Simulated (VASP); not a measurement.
# ZnO (zincite) (P6_3mc) in VASP: notebook

Aim: see how the results for ZnO (zincite) move with the level of theory and the settings. Levels: LDA, revPBE+D4, PBE+D3(BJ). Tasks: single point.

Program: VASP 6.6.1. These are calculated values, not measurements. Logs are shortened: lines on timing, memory, paths and dates and some standing lists are left out, and cuts for length are marked.

**Experimental background.**

From “Electronic structure of alkaline earth and post-transition metal oxides”, 2009, arxiv:0908.1581, for a bulk crystal of ZnO: band gap 3.37 eV.

The results are compared with them further down.

### Step 1. The cell of the first run

It takes space group P6_3mc (No. 186, hexagonal). Conventional cell: a = 3.227 Å, b = 3.227 Å, c = 5.171 Å, α = 90.00°, β = 90.00°, γ = 120.00°. Within 2.6 Å of Zn (site symmetry 3m) lie 4 O at 1.96 to 1.97 Å. O (site symmetry 3m) has 4 Zn at 1.96 to 1.97 Å within 2.6 Å.

### Step 2. Single point, LDA

INCAR reads:

```
SYSTEM = ZnO
ALGO = Normal
EDIFF = 1E-6
ENCUT = 520
GGA = CA
ISIF = 2
ISMEAR = -1
LASPH = .True.
LCHARG = .False.
LREAL = .False.
LWAVE = .False.
NBANDS = 26
NELM = 100
PREC = Accurate
SIGMA = 0.05
```

KPOINTS reads:

```
k-points
0
Gamma
  9 9 5
  0 0 0
```

POSCAR reads:

```
ZnO
1.0
    3.2274999067      0.0000000000      0.0000000000
   -1.6137499533      2.7950969099      0.0000000000
    0.0000000000      0.0000000000      5.1707703030
Zn O
2 2
Direct
    0.6666666667      0.3333333333      0.0000000000
    0.3333333333      0.6666666667      0.5000000000
    0.3333333333      0.6666666667      0.8790100000
    0.6666666667      0.3333333333      0.3790100000
```

Potentials or basis: VASP PAW LDA potentials, release 64 (Zn, O).

On the command line:

```console
$ cat potpaw_LDA.64/Zn/POTCAR potpaw_LDA.64/O/POTCAR > POTCAR
$ mpirun -np 1 vasp_std > vasp.out
```

OUTCAR:

```text
SYSTEM = ZnO
   EDIFF = 1E-6
   ENCUT = 520
   GGA = CA
   ISIF = 2
   ISMEAR = -1
   LASPH = .True.
   LREAL = .False.
   NELM = 100
   PREC = Accurate

 ion  position               nearest neighbor table
   1  0.667  0.333  0.000-   4 1.96   3 1.97   3 1.97   3 1.97
   2  0.333  0.667  0.500-   3 1.96   4 1.97   4 1.97   4 1.97
   3  0.333  0.667  0.879-   2 1.96   1 1.97   1 1.97   1 1.97
   4  0.667  0.333  0.379-   1 1.96   2 1.97   2 1.97   2 1.97

  LATTYP: Found a hexagonal cell.
 ALAT       =     3.2274999067
 C/A-ratio  =     1.6020977390

  Lattice vectors:

 A1 = (   3.2274999067,   0.0000000000,   0.0000000000)
 A2 = (  -1.6137499533,   2.7950969099,   0.0000000000)
 A3 = (   0.0000000000,   0.0000000000,   5.1707703030)

Analysis of symmetry for initial positions (statically):
=====================================================================
 Subroutine PRICEL returns:
 Original cell was already a primitive cell.

 Routine SETGRP: Setting up the symmetry group for a
 hexagonal supercell.

 Subroutine GETGRP returns: Found 12 space group operations
 (whereof  6 operations were pure point group operations)
 out of a pool of 24 trial point group operations.

The static configuration has the point symmetry C_3v.
 The point group associated with its full space group is C_6v.

Analysis of symmetry for dynamics (positions and initial velocities):
=====================================================================
 Subroutine PRICEL returns:
 Original cell was already a primitive cell.

 Routine SETGRP: Setting up the symmetry group for a
 hexagonal supercell.

 Subroutine GETGRP returns: Found 12 space group operations
 (whereof  6 operations were pure point group operations)
 out of a pool of 24 trial point group operations.

The dynamic configuration has the point symmetry C_3v.
 The point group associated with its full space group is C_6v.

 Subroutine INISYM returns: Found 12 space group operations
 (whereof  6 operations are pure point group operations),
 and found     1 'primitive' translations

----------------------------------------------------------------------------------------

                                     Primitive cell

  volume of cell :      46.6464

  direct lattice vectors                    reciprocal lattice vectors
     3.227499907  0.000000000  0.000000000     0.309837344  0.178884674  0.000000000
    -1.613749953  2.795096910  0.000000000     0.000000000  0.357769348  0.000000000
     0.000000000  0.000000000  5.170770303     0.000000000  0.000000000  0.193394783

  length of vectors
     3.227499907  3.227499907  5.170770303     0.357769348  0.357769348  0.193394783

  position of ions in fractional coordinates (direct lattice)
     0.666666667  0.333333333  0.000000000
     0.333333333  0.666666667  0.500000000
     0.333333333  0.666666667  0.879010000
     0.666666667  0.333333333  0.379010000

  ion indices of the primitive-cell ions
   primitive index   ion index
                 1           1
                 2           2
                 3           3
                 4           4

----------------------------------------------------------------------------------------

 KPOINTS: k-points

Automatic generation of k-mesh.
 Grid dimensions read from file:
 generate k-points for:    9    9    5

 Generating k-lattice:

  Cartesian coordinates                     Fractional coordinates (reciprocal lattice)
     0.034426372  0.019876075  0.000000000     0.111111111  0.000000000  0.000000000
     0.000000000  0.039752150  0.000000000     0.000000000  0.111111111  0.000000000
     0.000000000  0.000000000  0.038678957     0.000000000  0.000000000  0.200000000

  Length of vectors
     0.039752150  0.039752150  0.038678957

  Shift w.r.t. Gamma in fractional coordinates (k-lattice)
     0.000000000  0.000000000  0.000000000

 Subroutine IBZKPT returns following result:
 ===========================================

 Found     36 irreducible k-points:

 Following reciprocal coordinates:
            Coordinates               Weight
  0.000000  0.000000  0.000000      1.000000
  0.111111  0.000000  0.000000      6.000000
  0.222222  0.000000  0.000000      6.000000
  0.333333  0.000000  0.000000      6.000000
  0.444444  0.000000  0.000000      6.000000
  0.111111  0.111111  0.000000      6.000000
[... 16 lines left out ...]
  0.333333  0.222222  0.200000     24.000000
  0.333333  0.333333  0.200000      4.000000
 [... further k-points ...]
   k-points           NKPTS =     36   k-points in BZ     NKDIM =     36   number of bands    NBANDS=     26
   number of dos      NEDOS =    301   number of ions     NIONS =      4
   total plane-waves  NPLWV =  23040
   dimension x,y,z NGX =    24 NGY =   24 NGZ =   40
   dimension x,y,z NGXF=    48 NGYF=   48 NGZF=   80
   ions per type =               2   2
   NGX,Y,Z   is equivalent  to a cutoff of  12.36, 12.36, 12.86 a.u.
   NGXF,Y,Z  is equivalent  to a cutoff of  24.72, 24.72, 25.72 a.u.
 SYSTEM =  ZnO
   PREC   = accura    normal or accurate (medium, high low for compatibility)
   ISTART =      0    job   : 0-new  1-cont  2-samecut
   ICHARG =      2    charge: 1-file 2-atom 10-const
   ISPIN  =      1    spin polarized calculation?
   LNONCOLLINEAR =      F non collinear calculations
   LSORBIT =      F    spin-orbit coupling
   LASPH  =      T    aspherical Exc in radial PAW
   ENCUT  =  520.0 eV  38.22 Ry    6.18 a.u.   6.00  6.00  9.61*2*pi/ulx,y,z
   NELM   =    100;   NELMIN=  2; NELMDL= -5     # of ELM steps
   EDIFF  = 0.1E-05   stopping-criterion for ELM
   LREAL  =      F    real-space projection
   EDIFFG = 0.1E-04   stopping-criterion for IOM
   NSW    =      0    number of steps for IOM
   IBRION =     -1    ionic relax: 0-MD 1-quasi-New 2-CG
   NFREE  =      0    steps in history (QN), initial steepest desc. (CG)
   ISIF   =      2    stress and relaxation
   ISYM   =      2    0-nonsym 1-usesym 2-fastsym
   POTIM  = 0.5000    time-step for ionic-motion
   TEBEG  =    0.0;   TEEND  =   0.0 temperature during run
   PSTRESS=    0.0 pullay stress
   NELECT =      36.0000    total number of electrons
   NUPDOWN=      -1.0000    fix difference up-down
   EMIN   =  10.00;   EMAX   =-10.00  energy-range for DOS
   EFERMI =   0.00;   METHOD = LEGACY
   ISMEAR =    -1;   SIGMA  =   0.05  broadening in eV -4-tet -1-fermi 0-gaus
   EFERMI_NEDOS =   21; number of points for ismear=-14 and -15
   IALGO  =     38    algorithm
   IMIX   =      4    mixing-type and parameters
     AMIX     =   0.40;   BMIX     =  1.00
     AMIX_MAG =   1.60;   BMIX_MAG =  1.00
  volume/ion in A,a.u.               =      11.66        78.70
  Fermi-wavevector in a.u.,A,eV,Ry     =   1.501653  2.837712 30.680611  2.254961
  Thomas-Fermi vector in A             =   2.612996
   LORBIT       =      0    0 simple, 1 ext, 2 COOP (PROOUT), +10 PAW based schemes
   GGA     = CA    functional components
   LHFCALC =     F    Hartree Fock is set to
   AEXX    =    0.0000 exact exchange contribution
   IVDW    =     0    specifies the selected vdW correction
   LEPSILON=     F    determine dielectric tensor
   LRPA    =     F    only Hartree local field effects (RPA)
 non-spin polarized calculation
  energy-cutoff  :      520.00
  volume of cell :       46.65
 maximum number of plane-waves:      1284
   NGX = 13   NGY = 13   NGZ = 19

 number of electron      36.0000013 magnetization

 Free energy of the ion-electron system (eV)
  ---------------------------------------------------
  ext. energy  EPLUGINS =         0.00000000
  ---------------------------------------------------
  free energy    TOTEN  =       -21.14826830 eV

  energy without entropy =      -21.14826399  energy(sigma->0) =      -21.14826614

 E-fermi :   1.4913     XC(G=0): -11.5708

 val. band max:        1.0646839679   @ k =   0.0000   0.0000   0.0000
 cond. band min:       1.8403148719   @ k =   0.0000   0.0000   0.0000
 fundamental gap:      0.7756309040
 Fermi energy:         1.4912979666

 k-point     1 :       0.0000    0.0000    0.0000
  band No.  band energies     occupation
      1     -16.9029      2.00000
      2     -16.0928      2.00000
      3      -4.8022      2.00000
      4      -4.8022      2.00000
      5      -4.7920      2.00000
      6      -4.7618      2.00000
[... 18 lines left out ...]
     25      15.1245      0.00000
     26      15.1245      0.00000

 k-point     2 :       0.1111    0.0000    0.0000
  band No.  band energies     occupation
      1     -16.8289      2.00000
      2     -16.0607      2.00000
      3      -4.8881      2.00000
      4      -4.7624      2.00000
      5      -4.7196      2.00000
      6      -4.6950      2.00000
[... 18 lines left out ...]
     25      15.2561      0.00000
     26      15.2747      0.00000

 k-point     3 :       0.2222    0.0000    0.0000
  band No.  band energies     occupation
      1     -16.6314      2.00000
      2     -15.9840      2.00000
      3      -5.0499      2.00000
      4      -4.7101      2.00000
      5      -4.6699      2.00000
      6      -4.5739      2.00000
[... 18 lines left out ...]
     25      14.4811      0.00000
     26      15.2531      0.00000

 k-point     4 :       0.3333    0.0000    0.0000
  band No.  band energies     occupation
      1     -16.3790      2.00000
      2     -15.9134      2.00000
      3      -5.1422      2.00000
      4      -4.7686      2.00000
      5      -4.5868      2.00000
      6      -4.3970      2.00000
[... 18 lines left out ...]
     25      14.3743      0.00000
     26      15.0853      0.00000

 k-point     5 :       0.4444    0.0000    0.0000
  band No.  band energies     occupation
      1     -16.1793      2.00000
      2     -15.8953      2.00000
      3      -5.0917      2.00000
      4      -4.8510      2.00000
      5      -4.5489      2.00000
      6      -4.2169      2.00000
[... 18 lines left out ...]
     25      14.1966      0.00000
     26      15.2155      0.00000

 k-point     6 :       0.1111    0.1111    0.0000
  band No.  band energies     occupation
      1     -16.6931      2.00000
      2     -16.0063      2.00000
      3      -4.9724      2.00000
      4      -4.7757      2.00000
      5      -4.6584      2.00000
      6      -4.6179      2.00000
[... 427 lines left out ...]
 k-point    21 :       0.4444    0.1111    0.2000
  band No.  band energies     occupation
      1     -16.0941      2.00000
      2     -15.9161      2.00000
      3      -5.0728      2.00000
      4      -4.9150      2.00000
      5      -4.5419      2.00000
      6      -4.2633      2.00000
[... 18 lines left out ...]
     25      13.9127      0.00000
     26      14.9935      0.00000

 k-point    22 :       0.2222    0.2222    0.2000
  band No.  band energies     occupation
      1     -16.2192      2.00000
      2     -15.9251      2.00000
      3      -4.9971      2.00000
      4      -4.9062      2.00000
      5      -4.5088      2.00000
      6      -4.4819      2.00000
[... 18 lines left out ...]
     25      13.0301      0.00000
     26      16.2877      0.00000

 k-point    23 :       0.3333    0.2222    0.2000
  band No.  band energies     occupation
      1     -16.0603      2.00000
      2     -15.9154      2.00000
      3      -4.9204      2.00000
      4      -4.7485      2.00000
      5      -4.5605      2.00000
      6      -4.3459      2.00000
[... 18 lines left out ...]
     25      13.8320      0.00000
     26      15.3779      0.00000

 k-point    24 :       0.3333    0.3333    0.2000
  band No.  band energies     occupation
      1     -15.9591      2.00000
      2     -15.9591      2.00000
      3      -4.8235      2.00000
      4      -4.6124      2.00000
      5      -4.6124      2.00000
      6      -4.2445      2.00000
[... 18 lines left out ...]
     25      14.4692      0.00000
     26      15.6696      0.00000

 [... further k-points ...]
[... 5 lines left out ...]
  --------------------------------------------------------------------------------------
  -------------------------------------------------------------------------------------
  Total       -1.1245288     -1.1245288     -0.5704633     -0.0000000     -0.0000000      0.0000000
  in kB      -38.6244951    -38.6244951    -19.5938564     -0.0000000     -0.0000000      0.0000000
  external PRESSURE =     -32.2809489 kB  Pullay stress =       0.0000000 kB

 VOLUME and BASIS-vectors are now :
 -----------------------------------------------------------------------------
  energy-cutoff  :      520.00
  volume of cell :       46.65
      direct lattice vectors                 reciprocal lattice vectors
     3.227499907  0.000000000  0.000000000     0.309837344  0.178884674  0.000000000
    -1.613749953  2.795096910  0.000000000     0.000000000  0.357769348  0.000000000
     0.000000000  0.000000000  5.170770303     0.000000000  0.000000000  0.193394783

 POSITION                                       TOTAL-FORCE (eV/Angst)
 -----------------------------------------------------------------------------------
      1.61375      0.93170      0.00000         0.000000      0.000000     -0.062768
     -0.00000      1.86340      2.58539        -0.000000      0.000000     -0.062768
     -0.00000      1.86340      4.54516        -0.000000      0.000000      0.062768
      1.61375      0.93170      1.95977         0.000000     -0.000000      0.062768
 -----------------------------------------------------------------------------------
    total drift:                               -0.000000     -0.000000     -0.000562

  FREE ENERGIE OF THE ION-ELECTRON SYSTEM (eV)
  ---------------------------------------------------
  free  energy   TOTEN  =       -21.1482682997 eV

  energy  without entropy=      -21.1482639870  energy(sigma->0) =      -21.14826614
```

Wall time 14 s (1 thread of Intel Xeon 6975P-C (Granite Rapids), shared host); peak memory 0.16 GiB.

Results:

```
Free energy            : -21.1483 eV
Pressure               : -3.2 GPa
Largest force          : 0.063 eV/Å
Band gap on the k mesh : 0.78 eV, direct
```

Forces on the atoms (eV/Å):
```
Zn   0.000  0.000 -0.063
Zn   0.000  0.000 -0.063
O    0.000  0.000  0.063
O    0.000  0.000  0.063
```

Stress tensor (GPa, compression positive):
```
-3.86  0.00  0.00
 0.00 -3.86  0.00
 0.00  0.00 -1.96
```

(Continued in part 2 of 3.)
